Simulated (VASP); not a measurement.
# La (P6_3/mmc) in VASP: notebook

The runs below take La through single point, relaxation of cell and atoms, with PBEsol.

Everything below comes from runs of VASP 6.6.1. Logs are shortened: lines on timing, memory, paths and dates and some standing lists are left out, and cuts for length are marked.

### Step 1. The cell of the first run

It takes space group P6_3/mmc (No. 194, hexagonal). The conventional cell has a = 3.667 Å, b = 3.667 Å, c = 5.924 Å, α = 90.00°, β = 90.00°, γ = 120.00°. La (site symmetry -6m2) has 12 La at 3.64 to 3.67 Å within 4.8 Å.

### Step 2. Single point, PBEsol

Input file INCAR:

```
SYSTEM = La
PREC = Accurate
ENCUT = 500
EDIFF = 1E-6
ISMEAR = -1
SIGMA = 0.05
LREAL = .False.
LASPH = .True.
NELM = 200
ALGO = Normal
ISIF = 2
LWAVE = .False.
LCHARG = .True.
GGA = PS
LELF = .True.
LVHAR = .True.
NBANDS = 18
GGA_COMPAT = .False.
LMAXMIX = 6
```

Input file KPOINTS:

```
Automatic mesh
0
Gamma
  12 12 6
  0 0 0
```

Input file POSCAR:

```
La
1.0
    3.6669246471      0.0000000000      0.0000000000
   -1.8334623236      3.1756498982      0.0000000000
    0.0000000000      0.0000000000      5.9238664165
La
2
Direct
    0.3333333333      0.6666666667      0.2500000000
    0.6666666667      0.3333333333      0.7500000000
```

Potentials or basis: VASP PAW PBE potentials, release 64 (La).

Launch:

```bash
> cat potpaw_PBE.64/La/POTCAR > POTCAR
> mpirun -np 1 vasp_std > vasp.out
```

OUTCAR:

```text
SYSTEM = La
   PREC = Accurate
   ENCUT = 500
   EDIFF = 1E-6
   ISMEAR = -1
   LREAL = .False.
   LASPH = .True.
   NELM = 200
   ISIF = 2
   GGA = PS

 ion  position               nearest neighbor table
   1  0.333  0.667  0.250-   2 3.64   2 3.64   2 3.64   2 3.64   2 3.64   2 3.64
   2  0.667  0.333  0.750-   1 3.64   1 3.64   1 3.64   1 3.64   1 3.64   1 3.64

  LATTYP: Found a hexagonal cell.
 ALAT       =     3.6669246471
 C/A-ratio  =     1.6154862689

  Lattice vectors:

 A1 = (   3.6669246471,   0.0000000000,   0.0000000000)
 A2 = (  -1.8334623236,   3.1756498982,   0.0000000000)
 A3 = (   0.0000000000,   0.0000000000,   5.9238664165)

Analysis of symmetry for initial positions (statically):
=====================================================================
 Subroutine PRICEL returns:
 Original cell was already a primitive cell.

 Routine SETGRP: Setting up the symmetry group for a
 hexagonal supercell.

 Subroutine GETGRP returns: Found 24 space group operations
 (whereof 12 operations were pure point group operations)
 out of a pool of 24 trial point group operations.

The static configuration has the point symmetry D_3d.
 The point group associated with its full space group is D_6h.

Analysis of symmetry for dynamics (positions and initial velocities):
=====================================================================
 Subroutine PRICEL returns:
 Original cell was already a primitive cell.

 Routine SETGRP: Setting up the symmetry group for a
 hexagonal supercell.

 Subroutine GETGRP returns: Found 24 space group operations
 (whereof 12 operations were pure point group operations)
 out of a pool of 24 trial point group operations.

The dynamic configuration has the point symmetry D_3d.
 The point group associated with its full space group is D_6h.

 Subroutine INISYM returns: Found 24 space group operations
 (whereof 12 operations are pure point group operations),
 and found     1 'primitive' translations

----------------------------------------------------------------------------------------

                                     Primitive cell

  volume of cell :      68.9826

  direct lattice vectors                    reciprocal lattice vectors
     3.666924647  0.000000000  0.000000000     0.272708085  0.157448087  0.000000000
    -1.833462324  3.175649898  0.000000000     0.000000000  0.314896173  0.000000000
     0.000000000  0.000000000  5.923866417     0.000000000  0.000000000  0.168808668

  length of vectors
     3.666924647  3.666924647  5.923866417     0.314896173  0.314896173  0.168808668

  position of ions in fractional coordinates (direct lattice)
     0.333333333  0.666666667  0.250000000
     0.666666667  0.333333333  0.750000000

  ion indices of the primitive-cell ions
   primitive index   ion index
                 1           1
                 2           2

----------------------------------------------------------------------------------------

 KPOINTS: Automatic mesh

Automatic generation of k-mesh.
 Grid dimensions read from file:
 generate k-points for:   12   12    6

 Generating k-lattice:

  Cartesian coordinates                     Fractional coordinates (reciprocal lattice)
     0.022725674  0.013120674  0.000000000     0.083333333  0.000000000  0.000000000
     0.000000000  0.026241348  0.000000000     0.000000000  0.083333333  0.000000000
     0.000000000  0.000000000  0.028134778     0.000000000  0.000000000  0.166666667

  Length of vectors
     0.026241348  0.026241348  0.028134778

  Shift w.r.t. Gamma in fractional coordinates (k-lattice)
     0.000000000  0.000000000  0.000000000

 Subroutine IBZKPT returns following result:
 ===========================================

 Found     76 irreducible k-points:

 Following reciprocal coordinates:
            Coordinates               Weight
  0.000000  0.000000  0.000000      1.000000
  0.083333  0.000000  0.000000      6.000000
  0.166667  0.000000  0.000000      6.000000
  0.250000  0.000000  0.000000      6.000000
  0.333333  0.000000  0.000000      6.000000
  0.416667  0.000000  0.000000      6.000000
[... 16 lines left out ...]
  0.250000  0.000000  0.166667     12.000000
  0.333333  0.000000  0.166667     12.000000
 [... further k-points ...]
   k-points           NKPTS =     76   k-points in BZ     NKDIM =     76   number of bands    NBANDS=     18
   number of dos      NEDOS =    301   number of ions     NIONS =      2
   total plane-waves  NPLWV =  37632
   dimension x,y,z NGX =    28 NGY =   28 NGZ =   48
   dimension x,y,z NGXF=    56 NGYF=   56 NGZF=   96
   ions per type =               2
   NGX,Y,Z   is equivalent  to a cutoff of  12.69, 12.69, 13.47 a.u.
   NGXF,Y,Z  is equivalent  to a cutoff of  25.39, 25.39, 26.94 a.u.
 SYSTEM =  La
   PREC   = accura    normal or accurate (medium, high low for compatibility)
   ISTART =      0    job   : 0-new  1-cont  2-samecut
   ICHARG =      2    charge: 1-file 2-atom 10-const
   ISPIN  =      1    spin polarized calculation?
   LNONCOLLINEAR =      F non collinear calculations
   LSORBIT =      F    spin-orbit coupling
   LASPH  =      T    aspherical Exc in radial PAW
   ENCUT  =  500.0 eV  36.75 Ry    6.06 a.u.   6.69  6.69 10.80*2*pi/ulx,y,z
   NELM   =    200;   NELMIN=  2; NELMDL= -5     # of ELM steps
   EDIFF  = 0.1E-05   stopping-criterion for ELM
   LREAL  =      F    real-space projection
   EDIFFG = 0.1E-04   stopping-criterion for IOM
   NSW    =      0    number of steps for IOM
   IBRION =     -1    ionic relax: 0-MD 1-quasi-New 2-CG
   NFREE  =      0    steps in history (QN), initial steepest desc. (CG)
   ISIF   =      2    stress and relaxation
   ISYM   =      2    0-nonsym 1-usesym 2-fastsym
   POTIM  = 0.5000    time-step for ionic-motion
   TEBEG  =    0.0;   TEEND  =   0.0 temperature during run
   PSTRESS=    0.0 pullay stress
   NELECT =      22.0000    total number of electrons
   NUPDOWN=      -1.0000    fix difference up-down
   EMIN   =  10.00;   EMAX   =-10.00  energy-range for DOS
   EFERMI =   0.00;   METHOD = LEGACY
   ISMEAR =    -1;   SIGMA  =   0.05  broadening in eV -4-tet -1-fermi 0-gaus
   EFERMI_NEDOS =   21; number of points for ismear=-14 and -15
   IALGO  =     38    algorithm
   IMIX   =      4    mixing-type and parameters
     AMIX     =   0.40;   BMIX     =  1.00
     AMIX_MAG =   1.60;   BMIX_MAG =  1.00
  volume/ion in A,a.u.               =      34.49       232.76
  Fermi-wavevector in a.u.,A,eV,Ry     =   1.118499  2.113657 17.021446  1.251041
  Thomas-Fermi vector in A             =   2.255131
   LORBIT       =      0    0 simple, 1 ext, 2 COOP (PROOUT), +10 PAW based schemes
   GGA     = PS    functional components
   LHFCALC =     F    Hartree Fock is set to
   AEXX    =    0.0000 exact exchange contribution
   IVDW    =     0    specifies the selected vdW correction
   LEPSILON=     F    determine dielectric tensor
   LRPA    =     F    only Hartree local field effects (RPA)
 non-spin polarized calculation
  energy-cutoff  :      500.00
  volume of cell :       68.98
 maximum number of plane-waves:      1769
 NGX is ok and might be reduce to    28
   NGX = 13   NGY = 13   NGZ = 21

 number of electron      22.0000002 magnetization

 Free energy of the ion-electron system (eV)
  ---------------------------------------------------
  ext. energy  EPLUGINS =         0.00000000
  ---------------------------------------------------
  free energy    TOTEN  =       -10.63747944 eV

  energy without entropy =      -10.60818963  energy(sigma->0) =      -10.62283453

 E-fermi :   8.4356     XC(G=0):  -9.9902

 val. band max:        8.4338262955   @ k =   0.1667   0.0833   0.0000
 cond. band min:       8.4371034123   @ k =   0.4167   0.0833   0.3333
 fundamental gap:      0.0032771168
 Fermi energy:         8.4355629958

 k-point     1 :       0.0000    0.0000    0.0000
  band No.  band energies     occupation
      1     -24.2981      2.00000
      2     -24.0243      2.00000
      3      -8.8026      2.00000
      4      -7.3087      2.00000
      5      -7.3087      2.00000
      6      -7.0769      2.00000
[... 10 lines left out ...]
     17      10.2483      0.00000
     18      10.4016      0.00000

 k-point     2 :       0.0833    0.0000    0.0000
  band No.  band energies     occupation
      1     -24.2833      2.00000
      2     -24.0172      2.00000
      3      -8.7669      2.00000
      4      -7.4055      2.00000
      5      -7.3389      2.00000
      6      -7.1760      2.00000
[... 10 lines left out ...]
     17      10.2790      0.00000
     18      10.2952      0.00000

 k-point     3 :       0.1667    0.0000    0.0000
  band No.  band energies     occupation
      1     -24.2417      2.00000
      2     -23.9986      2.00000
      3      -8.6638      2.00000
      4      -7.6639      2.00000
      5      -7.4328      2.00000
      6      -7.4170      2.00000
[... 10 lines left out ...]
     17      10.2939      0.00000
     18      10.3682      0.00000

 k-point     4 :       0.2500    0.0000    0.0000
  band No.  band energies     occupation
      1     -24.1817      2.00000
      2     -23.9752      2.00000
      3      -8.5060      2.00000
      4      -8.0032      2.00000
      5      -7.7567      2.00000
      6      -7.5165      2.00000
[... 375 lines left out ...]
      4      -7.6369      2.00000
      5      -7.5080      2.00000
      6      -7.3980      2.00000
[... 10 lines left out ...]
     17      10.3476      0.00000
     18      10.4043      0.00000

 k-point    23 :       0.2500    0.0000    0.1667
  band No.  band energies     occupation
      1     -24.1683      2.00000
      2     -23.9895      2.00000
      3      -8.4790      2.00000
      4      -7.9485      2.00000
      5      -7.8134      2.00000
      6      -7.4946      2.00000
[... 10 lines left out ...]
     17      10.3655      0.00000
     18      10.4476      0.00000

 k-point    24 :       0.3333    0.0000    0.1667
  band No.  band energies     occupation
      1     -24.1058      2.00000
      2     -23.9671      2.00000
      3      -8.4759      2.00000
      4      -8.1816      2.00000
      5      -8.0303      2.00000
      6      -7.5858      2.00000
[... 10 lines left out ...]
     17      10.3999      0.00000
     18      10.4892      0.00000

 [... further k-points ...]

------------------------ aborting loop because EDIFF is reached ----------------------------------------

  FORCE on cell =-STRESS in cart. coord.  units (eV):
  Direction    XX          YY          ZZ          XY          YZ          ZX
  --------------------------------------------------------------------------------------
  -------------------------------------------------------------------------------------
  Total        0.0168221      0.0168221      0.0494941     -0.0000000      0.0000000     -0.0000000
  in kB        0.3907078      0.3907078      1.1495408     -0.0000000      0.0000000     -0.0000000
  external PRESSURE =       0.6436521 kB  Pullay stress =       0.0000000 kB

 VOLUME and BASIS-vectors are now :
 -----------------------------------------------------------------------------
  energy-cutoff  :      500.00
  volume of cell :       68.98
      direct lattice vectors                 reciprocal lattice vectors
     3.666924647  0.000000000  0.000000000     0.272708085  0.157448087  0.000000000
    -1.833462324  3.175649898  0.000000000     0.000000000  0.314896173  0.000000000
     0.000000000  0.000000000  5.923866417     0.000000000  0.000000000  0.168808668

 POSITION                                       TOTAL-FORCE (eV/Angst)
 -----------------------------------------------------------------------------------
     -0.00000      2.11710      1.48097         0.000000     -0.000000      0.000000
      1.83346      1.05855      4.44290        -0.000000      0.000000      0.000000
 -----------------------------------------------------------------------------------
    total drift:                               -0.000000      0.000000     -0.000000

  FREE ENERGIE OF THE ION-ELECTRON SYSTEM (eV)
  ---------------------------------------------------
  free  energy   TOTEN  =       -10.6374794393 eV

  energy  without entropy=      -10.6081896258  energy(sigma->0) =      -10.62283453
```

It took 88 s on 1 thread of Intel Xeon Platinum 8375C at 2.90GHz (Ice Lake), shared host; peak memory 0.25 GiB.

What came out:

- Free energy: -10.6375 eV
- Pressure: 0.1 GPa
- Band gap on the k mesh: zero (bands 11 and 12 overlap by 1.62 eV)

Caveat: the PAW data sets were made with another functional, which shifts forces and pressure a little; spin-orbit coupling is left out, which moves the levels of the heavy elements.

### Step 3. Relaxation of cell and atoms, PBEsol

This run uses another cell than the first one, of 36.96 Å³/atom.

Input file INCAR:

```
SYSTEM = La
ALGO     = Normal         ! electronic algorithm
EDIFF    = 1E-7           ! SCF threshold, eV
EDIFFG   = -0.002         ! ionic threshold
ENCUT    = 500            ! plane-wave cutoff, eV
GGA      = PS             ! functional
GGA_COMPAT= .FALSE.      
IBRION   = 2              ! ionic algorithm
ISIF     = 3              ! what is computed and relaxed
ISMEAR   = -1             ! smearing method
LASPH    = .TRUE.         ! aspherical terms in the spheres
LCHARG   = .FALSE.        ! write CHGCAR
LMAXMIX  = 6              ! l up to which the mixer works
LREAL    = .FALSE.        ! projectors in reciprocal space
LWAVE    = .FALSE.        ! write WAVECAR
NELM     = 200            ! most SCF steps
NELMIN   = 4            
NSW      = 100            ! ionic steps
PREC     = Accurate       ! precision mode
SIGMA    = 0.05           ! smearing width, eV
```

Input file KPOINTS:

```
k-points
0
G
  12 12 6
  0 0 0
```

Input file POSCAR:

```
La
1.0
    3.7500000000      0.0000000000      0.0000000000
   -1.8750000000      3.2475952642      0.0000000000
    0.0000000000      0.0000000000      6.0700000000
La
2
Direct
    0.3333333333      0.6666666667      0.2500000000
    0.6666666667      0.3333333333      0.7500000000
```

Potentials or basis: VASP PAW PBE potentials, release 64 (La).

Launch:

```bash
> cat potpaw_PBE.64/La/POTCAR > POTCAR
> mpirun -np 1 vasp_std > vasp.out
```

It took 6.9 min on 1 thread of Intel Xeon Platinum 8375C at 2.90GHz (Ice Lake), shared host; peak memory 0.25 GiB.

Results (log left out):

```
Free energy                           : -10.6379 eV
Relaxed volume                        : 34.56 Å³/atom
Relaxed cell                          : a = 3.667 Å, b = 3.667 Å, c = 5.937 Å, α = 90.00°, β = 90.00°, γ = 120.00°
Space group after relaxing (to 0.1 Å) : P6_3/mmc (No. 194)
Energy gained by relaxing             : 12.7 meV/atom
Ionic steps                           : 9
Pressure after relaxing               : 0.0 GPa
Band gap on the k mesh                : zero (bands 11 and 12 overlap by 1.61 eV)
```

The path:
```
step  energy change (eV)  largest force (eV/Å)  pressure (GPa)  volume (Å³)
   1              0.0000                0.0000           -1.66        73.92
   2             -0.0247                0.0000           -0.27        69.91
   3             -0.0254                0.0000           -0.03        69.24
   4             -0.0254                0.0000            0.01        69.14
   5             -0.0254                0.0000            0.01        69.14
   6             -0.0254                0.0000            0.01        69.13
   7             -0.0254                0.0000            0.01        69.12
   8             -0.0254                0.0000            0.00        69.13
   9             -0.0254                0.0000            0.01        69.12
```

Final structure:
```
CELL_PARAMETERS angstrom
3.66668 0.00000 0.00000
-1.83334 3.17544 0.00000
0.00000 0.00000 5.93686
ATOMIC_POSITIONS crystal
La 0.33333 0.66667 0.25000
La 0.66667 0.33333 0.75000
```

Levels at points of the mesh, in eV from the Fermi level:
```
           k point  band 7  band 8  band 9  band 10  band 11  band 12  band 13  band 14  band 15
(0.00, 0.00, 0.00)  -15.52  -15.48   -3.17    -1.85     1.13     1.38     1.38     1.67     1.77
(0.50, 0.00, 0.00)  -15.92  -15.73   -1.77    -1.25    -1.18     1.27     1.43     1.46     1.61
(0.00, 0.00, 0.50)  -15.63  -15.63   -1.81    -1.81     0.68     0.68     1.43     1.43     1.43
(0.50, 0.00, 0.50)  -15.94  -15.94   -1.78    -1.78    -0.48    -0.48     1.75     1.75     1.92
```

Caveat: the PAW data sets were made with another functional, which shifts forces and pressure a little; spin-orbit coupling is left out, which moves the levels of the heavy elements.
